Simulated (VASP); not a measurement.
# Pt (Im-3m) in VASP: single point with LDA

Aim: the single point of Pt with LDA.

Program: VASP 6.6.1. These are calculated values, not measurements. Logs are shortened: lines on timing, memory, paths and dates and some standing lists are left out, and cuts for length are marked.

### Step 1. The cell of the first run

It takes space group Im-3m (No. 229, cubic). The conventional cell has a = 3.108 Å, b = 3.108 Å, c = 3.108 Å, α = 90.00°, β = 90.00°, γ = 90.00°. Pt (site symmetry m-3m) has 14 Pt at 2.69 to 3.11 Å within 3.5 Å.

### Step 2. Single point, LDA

INCAR reads:

```
  PREC = Accurate
  ENCUT = 520
  EDIFF = 1E-6
  ISMEAR = -1
  SIGMA = 0.13605693000000002
  LREAL = False
  LASPH = True
  NELM = 60
  ALGO = Normal
  ISIF = 2
  LWAVE = False
  LCHARG = False
  GGA = CA
  NBANDS = 11
```

KPOINTS reads:

```
regular mesh
0
Gamma
  15 15 15
```

POSCAR reads:

```
Pt
1.0
   -1.5541684536      1.5541684536      1.5541684536
    1.5541684536     -1.5541684536      1.5541684536
    1.5541684536      1.5541684536     -1.5541684536
Pt
1
Direct
    0.0000000000      0.0000000000      0.0000000000
```

Potentials or basis: VASP PAW LDA potentials, release 64 (Pt).

Started as:

```
cat potpaw_LDA.64/Pt/POTCAR > POTCAR
mpirun -np 1 vasp_std > vasp.out
```

OUTCAR:

```text
PREC = Accurate
   ENCUT = 520
   EDIFF = 1E-6
   ISMEAR = -1
   LREAL = False
   LASPH = True
   NELM = 60
   ISIF = 2
   GGA = CA

 ion  position               nearest neighbor table
   1  0.000  0.000  0.000-

  LATTYP: Found a body centered cubic cell.
 ALAT       =     3.1083369072

  Lattice vectors:

 A1 = (  -1.5541684536,   1.5541684536,   1.5541684536)
 A2 = (   1.5541684536,  -1.5541684536,   1.5541684536)
 A3 = (   1.5541684536,   1.5541684536,  -1.5541684536)

Analysis of symmetry for initial positions (statically):
=====================================================================
 Subroutine PRICEL returns:
 Original cell was already a primitive cell.

 Routine SETGRP: Setting up the symmetry group for a
 body centered cubic supercell.

 Subroutine GETGRP returns: Found 48 space group operations
[... 9 lines left out ...]

 Routine SETGRP: Setting up the symmetry group for a
 body centered cubic supercell.

 Subroutine GETGRP returns: Found 48 space group operations
[... 11 lines left out ...]
                                     Primitive cell

  volume of cell :      15.0160

  direct lattice vectors                    reciprocal lattice vectors
    -1.554168454  1.554168454  1.554168454     0.000000000  0.321715448  0.321715448
     1.554168454 -1.554168454  1.554168454     0.321715448  0.000000000  0.321715448
     1.554168454  1.554168454 -1.554168454     0.321715448  0.321715448  0.000000000

  length of vectors
     2.691898725  2.691898725  2.691898725     0.454974349  0.454974349  0.454974349

  position of ions in fractional coordinates (direct lattice)
     0.000000000  0.000000000  0.000000000

  ion indices of the primitive-cell ions
   primitive index   ion index
                 1           1

----------------------------------------------------------------------------------------

 KPOINTS: regular mesh

Automatic generation of k-mesh.
 Grid dimensions read from file:
 generate k-points for:   15   15   15

 Generating k-lattice:

  Cartesian coordinates                     Fractional coordinates (reciprocal lattice)
     0.000000000  0.021447697  0.021447697     0.066666667  0.000000000  0.000000000
     0.021447697  0.000000000  0.021447697     0.000000000  0.066666667  0.000000000
     0.021447697  0.021447697  0.000000000     0.000000000  0.000000000  0.066666667

  Length of vectors
     0.030331623  0.030331623  0.030331623

  Shift w.r.t. Gamma in fractional coordinates (k-lattice)
     0.000000000  0.000000000  0.000000000

 Subroutine IBZKPT returns following result:
 ===========================================

 Found    120 irreducible k-points:

 Following reciprocal coordinates:
            Coordinates               Weight
  0.000000  0.000000  0.000000      1.000000
  0.066667  0.000000  0.000000     12.000000
  0.133333  0.000000  0.000000     12.000000
  0.200000  0.000000  0.000000     12.000000
  0.266667  0.000000  0.000000     12.000000
  0.333333  0.000000  0.000000     12.000000
[... 16 lines left out ...]
  0.333333  0.200000  0.000000     48.000000
  0.400000  0.200000 -0.000000     24.000000
 [... further k-points ...]
   k-points           NKPTS =    120   k-points in BZ     NKDIM =    120   number of bands    NBANDS=     11
   number of dos      NEDOS =    301   number of ions     NIONS =      1
   total plane-waves  NPLWV =   8000
   dimension x,y,z NGX =    20 NGY =   20 NGZ =   20
   dimension x,y,z NGXF=    40 NGYF=   40 NGZF=   40
   ions per type =               1
   NGX,Y,Z   is equivalent  to a cutoff of  12.35, 12.35, 12.35 a.u.
   NGXF,Y,Z  is equivalent  to a cutoff of  24.70, 24.70, 24.70 a.u.
 SYSTEM =  unknown system
   PREC   = accura    normal or accurate (medium, high low for compatibility)
   ISTART =      0    job   : 0-new  1-cont  2-samecut
   ICHARG =      2    charge: 1-file 2-atom 10-const
   ISPIN  =      1    spin polarized calculation?
   LNONCOLLINEAR =      F non collinear calculations
   LSORBIT =      F    spin-orbit coupling
   LASPH  =      T    aspherical Exc in radial PAW
   ENCUT  =  520.0 eV  38.22 Ry    6.18 a.u.   5.01  5.01  5.01*2*pi/ulx,y,z
   NELM   =     60;   NELMIN=  2; NELMDL= -5     # of ELM steps
   EDIFF  = 0.1E-05   stopping-criterion for ELM
   LREAL  =      F    real-space projection
   EDIFFG = 0.1E-04   stopping-criterion for IOM
   NSW    =      0    number of steps for IOM
   IBRION =     -1    ionic relax: 0-MD 1-quasi-New 2-CG
   NFREE  =      0    steps in history (QN), initial steepest desc. (CG)
   ISIF   =      2    stress and relaxation
   ISYM   =      2    0-nonsym 1-usesym 2-fastsym
   POTIM  = 0.5000    time-step for ionic-motion
   TEBEG  =    0.0;   TEEND  =   0.0 temperature during run
   PSTRESS=    0.0 pullay stress
   NELECT =      10.0000    total number of electrons
   NUPDOWN=      -1.0000    fix difference up-down
   EMIN   =  10.00;   EMAX   =-10.00  energy-range for DOS
   EFERMI =   0.00;   METHOD = LEGACY
   ISMEAR =    -1;   SIGMA  =   0.14  broadening in eV -4-tet -1-fermi 0-gaus
   EFERMI_NEDOS =   21; number of points for ismear=-14 and -15
   IALGO  =     38    algorithm
   IMIX   =      4    mixing-type and parameters
     AMIX     =   0.40;   BMIX     =  1.00
     AMIX_MAG =   1.60;   BMIX_MAG =  1.00
  volume/ion in A,a.u.               =      15.02       101.33
  Fermi-wavevector in a.u.,A,eV,Ry     =   1.429629  2.701607 27.808127  2.043840
  Thomas-Fermi vector in A             =   2.549562
   LORBIT       =      0    0 simple, 1 ext, 2 COOP (PROOUT), +10 PAW based schemes
   GGA     = CA    functional components
   LHFCALC =     F    Hartree Fock is set to
   AEXX    =    0.0000 exact exchange contribution
   IVDW    =     0    specifies the selected vdW correction
   LEPSILON=     F    determine dielectric tensor
   LRPA    =     F    only Hartree local field effects (RPA)
 non-spin polarized calculation
  energy-cutoff  :      520.00
  volume of cell :       15.02
 maximum number of plane-waves:       420
   NGX =  9   NGY =  9   NGZ =  9

 number of electron      10.0000000 magnetization

 number of electron       9.9999999 magnetization

 Free energy of the ion-electron system (eV)
  ---------------------------------------------------
  ext. energy  EPLUGINS =         0.00000000
  ---------------------------------------------------
  free energy    TOTEN  =        -7.42276561 eV

  energy without entropy =       -7.36811517  energy(sigma->0) =       -7.39544039

 E-fermi :  11.0213     XC(G=0): -13.7078

 val. band max:       11.0160949820   @ k =  -0.2667   0.3333   0.1333
 cond. band min:      11.0439520352   @ k =  -0.4000   0.4000   0.0667
 fundamental gap:      0.0278570533
 Fermi energy:        11.0212560566

 k-point     1 :       0.0000    0.0000    0.0000
  band No.  band energies     occupation
      1       0.9394      2.00000
      2       7.2037      2.00000
      3       7.2037      2.00000
      4       7.2037      2.00000
      5       9.9347      1.99932
      6       9.9347      1.99932
      7      28.0381      0.00000
      8      28.0381      0.00000
      9      28.0381      0.00000
     10      38.7913      0.00000
     11      38.7913      0.00000

 k-point     2 :       0.0667    0.0000    0.0000
  band No.  band energies     occupation
      1       1.1297      2.00000
      2       7.1261      2.00000
      3       7.2028      2.00000
      4       7.3600      2.00000
      5       9.8323      1.99968
      6       9.9398      1.99929
      7      28.1359      0.00000
      8      28.2309      0.00000
      9      28.3248      0.00000
     10      36.5120      0.00000
     11      37.1674      0.00000

 k-point     3 :       0.1333    0.0000    0.0000
  band No.  band energies     occupation
      1       1.6757      2.00000
      2       6.9130      2.00000
      3       7.1860      2.00000
      4       7.8191      2.00000
      5       9.6126      1.99994
      6       9.9590      1.99919
      7      28.2506      0.00000
      8      28.4652      0.00000
      9      29.1569      0.00000
     10      34.6428      0.00000
     11      34.9780      0.00000

 k-point     4 :       0.2000    0.0000    0.0000
  band No.  band energies     occupation
      1       2.4827      2.00000
      2       6.6151      2.00000
      3       7.1625      2.00000
      4       8.5491      2.00000
      5       9.4598      1.99998
      6      10.0005      1.99890
      7      27.6132      0.00000
      8      27.8669      0.00000
      9      30.4557      0.00000
     10      33.9174      0.00000
     11      34.0527      0.00000

 k-point     5 :       0.2667    0.0000    0.0000
  band No.  band energies     occupation
      1       3.3180      2.00000
      2       6.2933      2.00000
      3       7.3290      2.00000
      4       9.4800      1.99998
      5       9.4875      1.99997
      6      10.0686      1.99818
      7      25.3073      0.00000
      8      26.8413      0.00000
      9      32.1004      0.00000
     10      32.7243      0.00000
     11      34.3369      0.00000

 k-point     6 :       0.3333    0.0000    0.0000
  band No.  band energies     occupation
      1       3.8213      2.00000
      2       6.0033      2.00000
      3       8.0626      2.00000
      4       9.6421      1.99992
      5      10.1559      1.99655
      6      10.5249      1.94923
      7      22.5298      0.00000
      8      25.6880      0.00000
      9      30.3406      0.00000
     10      33.9166      0.00000
     11      35.1239      0.00000

 k-point     7 :       0.4000    0.0000    0.0000
  band No.  band energies     occupation
      1       3.9337      2.00000
      2       5.7872      2.00000
      3       9.2410      2.00000
      4       9.9762      1.99908
      5      10.2408      1.99357
      6      11.4770      0.06783
      7      19.8987      0.00000
      8      24.7833      0.00000
      9      28.4361      0.00000
     10      35.4876      0.00000
     11      35.6230      0.00000

 k-point     8 :       0.4667    0.0000    0.0000
  band No.  band energies     occupation
      1       3.9118      2.00000
      2       5.6726      2.00000
      3       9.7072      1.99987
      4      10.2940      1.99050
      5      10.8894      1.44979
      6      12.0752      0.00086
      7      18.0260      0.00000
      8      24.2959      0.00000
      9      27.3486      0.00000
     10      35.2541      0.00000
     11      36.7473      0.00000
[... 141 lines left out ...]
 k-point    19 :       0.3333    0.1333    0.0000
  band No.  band energies     occupation
      1       4.4105      2.00000
      2       5.9208      2.00000
      3       8.1155      2.00000
      4       9.6391      1.99992
      5      10.4564      1.96901
      6      12.8594      0.00000
      7      19.7734      0.00000
      8      24.6894      0.00000
      9      27.1189      0.00000
     10      33.8720      0.00000
     11      36.1947      0.00000

 k-point    20 :       0.4000    0.1333    0.0000
  band No.  band energies     occupation
      1       4.3749      2.00000
      2       5.8217      2.00000
      3       8.7571      2.00000
      4       9.6833      1.99989
      5      10.7647      1.73645
      6      14.0202      0.00000
      7      17.7921      0.00000
      8      24.1310      0.00000
      9      26.4410      0.00000
     10      34.7783      0.00000
     11      35.6316      0.00000

 k-point    21 :       0.2000    0.2000    0.0000
  band No.  band energies     occupation
      1       4.4858      2.00000
      2       6.3392      2.00000
      3       6.6571      2.00000
      4       9.3196      1.99999
      5      10.3015      1.98997
      6      11.6136      0.02539
      7      23.0681      0.00000
      8      25.4830      0.00000
      9      28.3269      0.00000
     10      31.6222      0.00000
     11      36.4636      0.00000

 k-point    22 :       0.2667    0.2000   -0.0000
  band No.  band energies     occupation
      1       4.8077      2.00000
      2       6.1493      2.00000
      3       7.1449      2.00000
      4       9.4972      1.99997
      5      10.3674      1.98377
      6      13.1031      0.00000
      7      20.7353      0.00000
      8      24.1395      0.00000
      9      27.5081      0.00000
     10      32.4848      0.00000
     11      36.3445      0.00000

 k-point    23 :       0.3333    0.2000    0.0000
  band No.  band energies     occupation
      1       4.8291      2.00000
      2       6.0325      2.00000
      3       7.7532      2.00000
      4       9.6760      1.99990
      5      10.5123      1.95364
      6      14.6387      0.00000
      7      18.5304      0.00000
      8      23.1032      0.00000
      9      27.0052      0.00000
     10      33.4876      0.00000
     11      35.4978      0.00000

 k-point    24 :       0.4000    0.2000   -0.0000
  band No.  band energies     occupation
      1       4.8083      2.00000
      2       5.9967      2.00000
      3       8.0040      2.00000
      4       9.7194      1.99986
      5      10.6526      1.87515
      6      15.7653      0.00000
      7      17.1444      0.00000
      8      22.6864      0.00000
      9      26.8340      0.00000
     10      34.4357      0.00000
     11      34.5529      0.00000

 [... further k-points ...]
[... 5 lines left out ...]
  --------------------------------------------------------------------------------------
  -------------------------------------------------------------------------------------
  Total       -0.0845332     -0.0845332     -0.0845332      0.0000000      0.0000000     -0.0000000
  in kB       -9.0195191     -9.0195191     -9.0195191      0.0000000      0.0000000     -0.0000000
  external PRESSURE =      -9.0195191 kB  Pullay stress =       0.0000000 kB

 VOLUME and BASIS-vectors are now :
 -----------------------------------------------------------------------------
  energy-cutoff  :      520.00
  volume of cell :       15.02
      direct lattice vectors                 reciprocal lattice vectors
    -1.554168454  1.554168454  1.554168454     0.000000000  0.321715448  0.321715448
     1.554168454 -1.554168454  1.554168454     0.321715448  0.000000000  0.321715448
     1.554168454  1.554168454 -1.554168454     0.321715448  0.321715448  0.000000000

 POSITION                                       TOTAL-FORCE (eV/Angst)
 -----------------------------------------------------------------------------------
      0.00000      0.00000      0.00000         0.000000     -0.000000      0.000000
 -----------------------------------------------------------------------------------
    total drift:                                0.000000     -0.000000      0.000000

  FREE ENERGIE OF THE ION-ELECTRON SYSTEM (eV)
  ---------------------------------------------------
  free  energy   TOTEN  =        -7.4227656070 eV

  energy  without entropy=       -7.3681151703  energy(sigma->0) =       -7.39544039
```

It took 13 s on 1 thread of Intel Xeon Platinum 8259CL at 2.50GHz (Skylake/Cascade Lake), shared host; peak memory 0.13 GiB.

What came out:

```
Free energy            : -7.4228 eV
Pressure               : -0.9 GPa
Band gap on the k mesh : zero (band 5 reaches 12.05 eV, above the bottom of band 6 at 9.77 eV)
```

Levels at points of the mesh, in eV from the Fermi level:
| k point | band 3 | band 4 | band 5 | band 6 | band 7 | band 8 |
| --- | --- | --- | --- | --- | --- | --- |
| (0.00, 0.00, 0.00) | -3.82 | -3.82 | -1.09 | -1.09 | 17.02 | 17.02 |

Caveat: spin-orbit coupling is left out, which moves the levels of the heavy elements.
